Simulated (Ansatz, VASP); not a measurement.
## Si3Sn in VASP and in Ansatz

```
CELL_PARAMETERS angstrom
4.03764 0.00000 0.00000
0.00000 4.03764 0.00000
0.00000 0.00000 5.74862
ATOMIC_POSITIONS crystal
Si 0.50000 0.00000 0.77460
Si 0.50000 0.50000 0.00000
Si 0.00000 0.50000 0.22540
Sn 0.00000 0.00000 0.50000
```

Alike in both runs: task single point; functional PBE-based screened hybrid; k mesh 4 × 4 × 2; no spin polarisation.

|  | VASP | Ansatz |
| --- | --- | --- |
| version | VASP 6.6.1 | Ansatz 0.2.0 |
| potentials or method | VASP PAW PBE potentials, release 64 (Si, Sn_d) | plane waves |
| plane-wave cutoff (eV) | 400 | 420 |
| occupations | gaussian, width 0.01 eV | fixed |
| valence electrons in the cell | 26 | 26 |

|  | VASP | Ansatz | Ansatz less VASP |
| --- | --- | --- | --- |
| gap on the k mesh at the Fermi level (eV) | 0.59 | 0.58 | -0.014 |
| pressure (GPa) | -0.2 | 0.0 | +0.26 |
| traceless stress, the component that is largest in VASP (GPa) | -0.78 | -0.80 | -0.019 |
| rms of the force components (eV/Å) | 0.015 | 0.011 | -0.0035 |

VASP's potentials were made for PBE, not for PBE-based screened hybrid. Atom by atom the forces differ by 0.003 eV/Å (rms over components). Ansatz's warnings: stress exchange threshold loose, stress scf threshold loose.

The k mesh is coarse, so the values compare programs but aren't converged.
